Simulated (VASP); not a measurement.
Runs of VASP 6.6.1 on Cu3N. The structure is that of space group Pm-3m (No. 221), or close to it. The cells are those of the table. 

| cell | k mesh | smearing | gap on the mesh (eV) | pressure (GPa) |
| --- | --- | --- | --- | --- |
| a = 3.807 Å, 4 atoms | 10 × 10 × 10 | gaussian 0.01 eV | 0.19 | (b) |
| a = 3.827 Å, 4 atoms | 10 × 10 × 10 | gaussian 0.01 eV | 0.25 | 0.8 |
| a = 3.789 Å, 4 atoms | 10 × 10 × 10 | gaussian 0.01 eV | 0.15 | 4.6 |
| a = 3.749 Å, 4 atoms | 10 × 10 × 10 | gaussian 0.01 eV | (a) | 9.2 |
| a = 3.807 Å, 4 atoms | 6 × 6 × 6 | gaussian 0.1 eV | 0.19 | 2.8 |
| a = 3.951 Å, 4 atoms | 10 × 10 × 10 | gaussian 0.01 eV | 0.55 | -8.2 |
| a = 3.668 Å, 4 atoms | 10 × 10 × 10 | gaussian 0.01 eV | (c) | 20.9 |

Alike in all rows: task single point; level PBE; potentials or basis VASP PAW PBE potentials, release 64 (Cu, N); no spin polarisation; cutoff (eV) 600.

Task: Fill in the values left out.

Result: (a) 0.04; (b) 2.7; (c) none.

A k mesh can miss the band edges.
